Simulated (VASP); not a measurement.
# Ti (Im-3m) in VASP: a series of runs

Aim: see how the results for Ti move with the level of theory and the settings. Levels: HSE06, PBE, revPBE+D3(BJ), PBEsol. Tasks: single point.

Everything below comes from runs of VASP 6.6.1. Logs are shortened: lines on timing, memory, paths and dates and some standing lists are left out, and cuts for length are marked.

## 1. The cell of the first run

It takes space group Im-3m (No. 229, cubic). Conventional cell: a = 3.282 Å, b = 3.282 Å, c = 3.282 Å, α = 90.00°, β = 90.00°, γ = 90.00°. Within 3.7 Å of Ti (site symmetry m-3m) lie 14 Ti at 2.84 to 3.28 Å.

## 2. Single point, HSE06

Contents of POSCAR:

```
Ti
1.0
   -1.6410000000      1.6410000000      1.6410000000
    1.6410000000     -1.6410000000      1.6410000000
    1.6410000000      1.6410000000     -1.6410000000
Ti
1
Direct
    0.0000000000      0.0000000000      0.0000000000
```

Contents of INCAR.step1:

```
SYSTEM = Ti
  PREC = Accurate
  ENCUT = 520
  EDIFF = 1E-5
  ISMEAR = -1
  SIGMA = 0.005
  LREAL = .FALSE.
  LASPH = .TRUE.
  NELM = 100
  ALGO = Normal
  ISIF = 2
  LWAVE = .TRUE.
  LCHARG = .FALSE.
  GGA = PE
  NBANDS = 12
```

Contents of INCAR.step2:

```
SYSTEM = Ti
  PREC = Accurate
  ENCUT = 520
  EDIFF = 1E-7
  ISMEAR = -1
  SIGMA = 0.005
  LREAL = .FALSE.
  LASPH = .TRUE.
  NELM = 100
  ALGO = Normal
  ISIF = 2
  LWAVE = .FALSE.
  LCHARG = .FALSE.
  GGA = PE
  LHFCALC = .TRUE.
  HFSCREEN = 0.2079
  PRECFOCK = Normal
  ISTART = 1
  NBANDS = 12
```

Contents of KPOINTS:

```
regular mesh
0
G
  6 6 6
  0 0 0
```

Potentials or basis: VASP PAW PBE potentials, release 64 (Ti_sv).

Launch:

```
> cat potpaw_PBE.64/Ti_sv/POTCAR > POTCAR
> cp INCAR.step1 INCAR
> mpirun -np 1 vasp_std > vasp.out
> cp INCAR.step2 INCAR
> mpirun -np 1 vasp_std > vasp.out
```

OUTCAR:

```text
SYSTEM = Ti
   PREC = Accurate
   ENCUT = 520
   EDIFF = 1E-7
   ISMEAR = -1
   LREAL = .FALSE.
   LASPH = .TRUE.
   NELM = 100
   ISIF = 2
   GGA = PE
   LHFCALC = .TRUE.
   HFSCREEN = 0.2079
   PRECFOCK = Normal
   ISTART = 1

 ion  position               nearest neighbor table
   1  0.000  0.000  0.000-

  LATTYP: Found a body centered cubic cell.
 ALAT       =     3.2820000000

  Lattice vectors:

 A1 = (  -1.6410000000,   1.6410000000,   1.6410000000)
 A2 = (   1.6410000000,  -1.6410000000,   1.6410000000)
 A3 = (   1.6410000000,   1.6410000000,  -1.6410000000)

Analysis of symmetry for initial positions (statically):
=====================================================================
 Subroutine PRICEL returns:
 Original cell was already a primitive cell.

 Routine SETGRP: Setting up the symmetry group for a
 body centered cubic supercell.

 Subroutine GETGRP returns: Found 48 space group operations
[... 9 lines left out ...]

 Routine SETGRP: Setting up the symmetry group for a
 body centered cubic supercell.

 Subroutine GETGRP returns: Found 48 space group operations
[... 11 lines left out ...]
                                     Primitive cell

  volume of cell :      17.6761

  direct lattice vectors                    reciprocal lattice vectors
    -1.641000000  1.641000000  1.641000000     0.000000000  0.304692261  0.304692261
     1.641000000 -1.641000000  1.641000000     0.304692261  0.000000000  0.304692261
     1.641000000  1.641000000 -1.641000000     0.304692261  0.304692261  0.000000000

  length of vectors
     2.842295375  2.842295375  2.842295375     0.430899928  0.430899928  0.430899928

  position of ions in fractional coordinates (direct lattice)
     0.000000000  0.000000000  0.000000000

  ion indices of the primitive-cell ions
   primitive index   ion index
                 1           1

----------------------------------------------------------------------------------------

 KPOINTS: regular mesh

Automatic generation of k-mesh.
 Grid dimensions read from file:
 generate k-points for:    6    6    6

 Generating k-lattice:

  Cartesian coordinates                     Fractional coordinates (reciprocal lattice)
     0.000000000  0.050782043  0.050782043     0.166666667  0.000000000  0.000000000
     0.050782043  0.000000000  0.050782043     0.000000000  0.166666667  0.000000000
     0.050782043  0.050782043  0.000000000     0.000000000  0.000000000  0.166666667

  Length of vectors
     0.071816655  0.071816655  0.071816655

  Shift w.r.t. Gamma in fractional coordinates (k-lattice)
     0.000000000  0.000000000  0.000000000

 Subroutine IBZKPT returns following result:
 ===========================================

 Found     16 irreducible k-points:

 Following reciprocal coordinates:
            Coordinates               Weight
  0.000000  0.000000  0.000000      1.000000
  0.166667  0.000000  0.000000     12.000000
  0.333333  0.000000  0.000000     12.000000
  0.500000  0.000000  0.000000      6.000000
  0.166667  0.166667  0.000000     24.000000
  0.333333  0.166667  0.000000     48.000000
[... 8 lines left out ...]
  0.500000  0.500000  0.333333     12.000000
  0.500000  0.500000  0.500000      1.000000
   k-points           NKPTS =     16   k-points in BZ     NKDIM =    216   number of bands    NBANDS=     12
   number of dos      NEDOS =    301   number of ions     NIONS =      1
   total plane-waves  NPLWV =  13824
   dimension x,y,z NGX =    24 NGY =   24 NGZ =   24
   dimension x,y,z NGXF=    48 NGYF=   48 NGZF=   48
   ions per type =               1
   NGX,Y,Z   is equivalent  to a cutoff of  14.04, 14.04, 14.04 a.u.
   NGXF,Y,Z  is equivalent  to a cutoff of  28.08, 28.08, 28.08 a.u.
 SYSTEM =  Ti
   PREC   = accura    normal or accurate (medium, high low for compatibility)
   ISTART =      1    job   : 0-new  1-cont  2-samecut
   ICHARG =      0    charge: 1-file 2-atom 10-const
   ISPIN  =      1    spin polarized calculation?
   LNONCOLLINEAR =      F non collinear calculations
   LSORBIT =      F    spin-orbit coupling
   LASPH  =      T    aspherical Exc in radial PAW
   ENCUT  =  520.0 eV  38.22 Ry    6.18 a.u.   5.28  5.28  5.28*2*pi/ulx,y,z
   NELM   =    100;   NELMIN=  2; NELMDL=  0     # of ELM steps
   EDIFF  = 0.1E-06   stopping-criterion for ELM
   LREAL  =      F    real-space projection
   EDIFFG = 0.1E-05   stopping-criterion for IOM
   NSW    =      0    number of steps for IOM
   IBRION =     -1    ionic relax: 0-MD 1-quasi-New 2-CG
   NFREE  =      0    steps in history (QN), initial steepest desc. (CG)
   ISIF   =      2    stress and relaxation
   ISYM   =      3    0-nonsym 1-usesym 2-fastsym
   POTIM  = 0.5000    time-step for ionic-motion
   TEBEG  =    0.0;   TEEND  =   0.0 temperature during run
   PSTRESS=    0.0 pullay stress
   NELECT =      12.0000    total number of electrons
   NUPDOWN=      -1.0000    fix difference up-down
   EMIN   =  10.00;   EMAX   =-10.00  energy-range for DOS
   EFERMI =   0.00;   METHOD = LEGACY
   ISMEAR =    -1;   SIGMA  =   0.01  broadening in eV -4-tet -1-fermi 0-gaus
   EFERMI_NEDOS =   21; number of points for ismear=-14 and -15
   IALGO  =     38    algorithm
   IMIX   =      1    mixing-type and parameters
     AMIX     =   0.40;   BMIX     =  1.00
     AMIX_MAG =   1.60;   BMIX_MAG =  1.00
  volume/ion in A,a.u.               =      17.68       119.28
  Fermi-wavevector in a.u.,A,eV,Ry     =   1.438821  2.718977 28.166848  2.070205
  Thomas-Fermi vector in A             =   2.557745
   LORBIT       =      0    0 simple, 1 ext, 2 COOP (PROOUT), +10 PAW based schemes
   GGA     = PE    functional components
   LHFCALC =     T    Hartree Fock is set to
   PRECFOCK=normal    Normal, Fast or Accurate (Low or Medium for compatibility)
   ENCUT4O =  -1.0   cutoff for four orbital integrals eV
   NKREDX  =     1    reduce k-point grid by
   NKREDY  =     1    reduce k-point grid by
   NKREDZ  =     1    reduce k-point grid by
   AEXX    =    0.2500 exact exchange contribution
   HFSCREEN=    0.2079 screening length (either q_TF or 0.3 A-1)
   HFSCREENC=   0.2079 screening length for correlation (either q_TF or 0.3 A-1)
   ENCUTFOCK=  -1.0 apply spherical cutoff to Coloumb kernel
   IVDW    =     0    specifies the selected vdW correction
   LEPSILON=     F    determine dielectric tensor
   LRPA    =     F    only Hartree local field effects (RPA)
 non-spin polarized calculation
  energy-cutoff  :      520.00
  volume of cell :       17.68
 maximum number of plane-waves:       490
 NGX is ok and might be reduce to    24
  NGX = 16; NGY = 16; NGZ = 16

 number of electron      12.0000001 magnetization

 Free energy of the ion-electron system (eV)
  ---------------------------------------------------
  ext. energy  EPLUGINS =         0.00000000
  ---------------------------------------------------
  free energy    TOTEN  =        -9.23057650 eV

  energy without entropy =       -9.22905358  energy(sigma->0) =       -9.22981504

 E-fermi :   7.9224     XC(G=0):  -9.4114

 val. band max:        7.9211374004   @ k =   0.3333   0.1667   0.0000
 cond. band min:       8.1372897241   @ k =   0.3333   0.0000   0.0000
 fundamental gap:      0.2161523237
 Fermi energy:         7.9223939726

 k-point     1 :       0.0000    0.0000    0.0000
  band No.  band energies     occupation
      1     -53.7263      2.00000
      2     -27.9139      2.00000
      3     -27.9139      2.00000
      4     -27.9139      2.00000
      5       0.7543      2.00000
      6       9.5268      0.00000
      7       9.5268      0.00000
      8       9.5268      0.00000
      9      11.2733      0.00000
     10      11.2733      0.00000
     11      26.1329      0.00000
     12      26.1329      0.00000

 k-point     2 :       0.1667    0.0000    0.0000
  band No.  band energies     occupation
      1     -53.6940      2.00000
      2     -28.0913      2.00000
      3     -27.9651      2.00000
      4     -27.9151      2.00000
      5       1.7707      2.00000
      6       9.0467      0.00000
      7       9.1808      0.00000
      8      10.2063      0.00000
      9      10.9326      0.00000
     10      11.2837      0.00000
     11      24.5579      0.00000
     12      25.6056      0.00000

 k-point     3 :       0.3333    0.0000    0.0000
  band No.  band energies     occupation
      1     -53.6288      2.00000
      2     -28.4326      2.00000
      3     -28.0657      2.00000
      4     -27.9170      2.00000
      5       4.0392      2.00000
      6       8.1373      0.00000
      7       8.2252      0.00000
      8      11.1308      0.00000
      9      11.4093      0.00000
     10      11.8472      0.00000
     11      20.1380      0.00000
     12      23.1737      0.00000
[... 166 lines left out ...]
 k-point    15 :       0.5000    0.5000    0.3333
  band No.  band energies     occupation
      1     -53.5309      2.00000
      2     -28.4197      2.00000
      3     -28.3000      2.00000
      4     -28.2541      2.00000
      5       5.7466      2.00000
      6       5.7943      2.00000
      7      10.7529      0.00000
      8      10.9595      0.00000
      9      12.6605      0.00000
     10      15.6154      0.00000
     11      16.9437      0.00000
     12      18.9244      0.00000

 k-point    16 :       0.5000    0.5000    0.5000
  band No.  band energies     occupation
      1     -53.5092      2.00000
      2     -28.3591      2.00000
      3     -28.3591      2.00000
      4     -28.3591      2.00000
      5       5.2585      2.00000
      6       5.2585      2.00000
      7      12.5781      0.00000
      8      12.5781      0.00000
      9      12.5781      0.00000
     10      16.7087      0.00000
     11      16.7087      0.00000
     12      16.7087      0.00000

------------------------ aborting loop because EDIFF is reached ----------------------------------------

  FORCE on cell =-STRESS in cart. coord.  units (eV):
  Direction    XX          YY          ZZ          XY          YZ          ZX
  --------------------------------------------------------------------------------------
  -------------------------------------------------------------------------------------
  Total       -0.2933995     -0.2933995     -0.2933995     -0.0000000     -0.0000000     -0.0000000
  in kB      -26.5940301    -26.5940301    -26.5940301     -0.0000000     -0.0000000     -0.0000000
  external PRESSURE =     -26.5940301 kB  Pullay stress =       0.0000000 kB

 VOLUME and BASIS-vectors are now :
 -----------------------------------------------------------------------------
  energy-cutoff  :      520.00
  volume of cell :       17.68
      direct lattice vectors                 reciprocal lattice vectors
    -1.641000000  1.641000000  1.641000000     0.000000000  0.304692261  0.304692261
     1.641000000 -1.641000000  1.641000000     0.304692261  0.000000000  0.304692261
     1.641000000  1.641000000 -1.641000000     0.304692261  0.304692261  0.000000000

 POSITION                                       TOTAL-FORCE (eV/Angst)
 -----------------------------------------------------------------------------------
      0.00000      0.00000      0.00000         0.000000     -0.000000     -0.000000
 -----------------------------------------------------------------------------------
    total drift:                                0.000000     -0.000000     -0.000001

  FREE ENERGIE OF THE ION-ELECTRON SYSTEM (eV)
  ---------------------------------------------------
  free  energy   TOTEN  =        -9.2305765026 eV

  energy  without entropy=       -9.2290535821  energy(sigma->0) =       -9.22981504
```

Wall time 4.9 min (1 thread of Intel Xeon 6975P-C (Granite Rapids), shared host); peak memory 0.24 GiB.

What came out:

```
Free energy            : -9.2306 eV
Pressure               : -2.7 GPa
Band gap on the k mesh : zero (band 6 reaches 9.53 eV, above the bottom of band 7 at 7.05 eV)
```

Caveat: the k points lie up to 0.45 Å⁻¹ apart; the PAW data sets were made with another functional, which shifts forces and pressure a little.

(Continued in part 2 of 2.)
